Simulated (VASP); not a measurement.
Write the native input for VASP 6.6.1 that does the following.

* Task: single point
* Functional: B3LYP
* Potentials or basis: VASP PAW PBE potentials, release 64 (Sn_d)
* Cutoff: 520 eV
* k mesh: 5 × 5 × 5
* Occupations: fermi-dirac, width 0.05 eV
* Spin: no spin polarisation
* Dipole correction: no
* Grid for exact exchange (PRECFOCK): Normal
* Further INCAR settings: ALGO = Normal; EDIFF = 1e-06; NBANDS = 13
* Share of exact exchange: 0.2

Sn:

```
Sn
1.0
    -1.66644    1.70779    2.18280
     1.79387   -1.85892    2.39165
     1.69371    1.88544   -2.29756
Sn
1
Cartesian
  0.0000 0.0000 0.0000
```

The input as run:

POSCAR

```
Sn
1.0
   -1.6664398100      1.7077874900      2.1828021800
    1.7938717800     -1.8589232500      2.3916531200
    1.6937133800      1.8854440200     -2.2975624100
Sn
1
Direct
    0.0000000000      0.0000000000      0.0000000000
```

INCAR.step1

```
ALGO     = Normal         # electronic algorithm
EDIFF    = 1E-5           # SCF threshold, eV
ENCUT    = 520            # plane-wave cutoff, eV
GGA      = PE             # functional
ISIF     = 2              # what is computed and relaxed
ISMEAR   = -1             # smearing method
LASPH    = T              # aspherical terms in the spheres
LCHARG   = F              # write CHGCAR
LREAL    = F              # projectors in reciprocal space
LWAVE    = T              # write WAVECAR
NBANDS   = 13             # bands
NELM     = 100            # most SCF steps
PREC     = Accurate       # precision mode
SIGMA    = 0.05           # smearing width, eV
```

INCAR.step2

```
AEXX     = 0.2            # exact-exchange fraction
AGGAC    = 0.81         
AGGAX    = 0.72         
ALDAC    = 0.19         
ALGO     = Normal         # electronic algorithm
EDIFF    = 1E-6           # SCF threshold, eV
ENCUT    = 520            # plane-wave cutoff, eV
GGA      = B3             # functional
ISIF     = 2              # what is computed and relaxed
ISMEAR   = -1             # smearing method
ISTART   = 1            
LASPH    = T              # aspherical terms in the spheres
LCHARG   = F              # write CHGCAR
LHFCALC  = T              # exact exchange
LREAL    = F              # projectors in reciprocal space
LWAVE    = F              # write WAVECAR
NBANDS   = 13             # bands
NELM     = 100            # most SCF steps
PREC     = Accurate       # precision mode
PRECFOCK = Normal       
SIGMA    = 0.05           # smearing width, eV
```

KPOINTS

```
k-points
0
Gamma
  5 5 5
```

Potentials or basis: VASP PAW PBE potentials, release 64 (Sn_d).

Run with:

```console
$ cat potpaw_PBE.64/Sn_d/POTCAR > POTCAR
$ cp INCAR.step1 INCAR
$ mpirun -np 1 vasp_std > vasp.out
$ cp INCAR.step2 INCAR
$ mpirun -np 1 vasp_std > vasp.out
```

Results of the run:

The pressure is 1.0 GPa. The band gap on the k mesh is zero (bands 7 and 8 overlap by 8.38 eV).

Caveat: the k points lie up to 0.46 Å⁻¹ apart, too coarse for converged energies and pressures of a metal; the PAW data sets were made with another functional, which shifts forces and pressure a little; spin-orbit coupling is left out, which moves the levels of the heavy elements.

It took 38 min on 1 thread of Intel(R) Xeon(R) Platinum 8259CL CPU @ 2.50GHz (Skylake/Cascade Lake), with other jobs on the host, peak memory 0.18 GiB.
